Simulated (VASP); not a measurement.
## Ag2Pd: single point with PBE

Crystal: Ag2Pd.

```
Ag Pd
1.0
     0.00000    3.12701    3.12701
     3.12701    0.00000    3.12701
     3.12701    3.12701    0.00000
Ag Pd
2 1
Direct
  0.25000 0.25000 0.25000
  0.75000 0.75000 0.75000
  0.00000 0.00000 0.00000
```

| Property | Result |
| --- | --- |
| Program | VASP 6.6.1 |
| Task | single point |
| Functional | PBE |
| Potentials or basis | VASP PAW PBE potentials, release 64 (Ag, Pd) |
| Cutoff | 520 eV |
| k mesh | 14 × 14 × 14 |
| Occupations | gaussian, width 0.1 eV |
| Spin | no spin polarisation |

```
Pressure               : -0.1 GPa
Band gap on the k mesh : zero (band 16 reaches 6.16 eV, above the bottom of band 17 at 5.67 eV)
```

Levels at points of the mesh, in eV from the Fermi level:
| k point | band 13 | band 14 | band 15 | band 16 | band 17 | band 18 | band 19 | band 20 |
| --- | --- | --- | --- | --- | --- | --- | --- | --- |
| (0.00, 0.00, 0.00) | -1.67 | -1.67 | -1.01 | -1.01 | 7.88 | 7.88 | 7.88 | 8.21 |
| (0.50, 0.00, 0.00) | -1.42 | -1.42 | -0.95 | -0.95 | -0.01 | 6.20 | 6.20 | 8.04 |
| (0.50, 0.50, 0.00) | -1.65 | -0.85 | -0.85 | -0.25 | 0.40 | 2.24 | 2.24 | 5.77 |

Run time: 2.2 min on 1 thread of Intel Xeon 6975P-C, with other jobs on the host, peak memory 0.31 GiB.
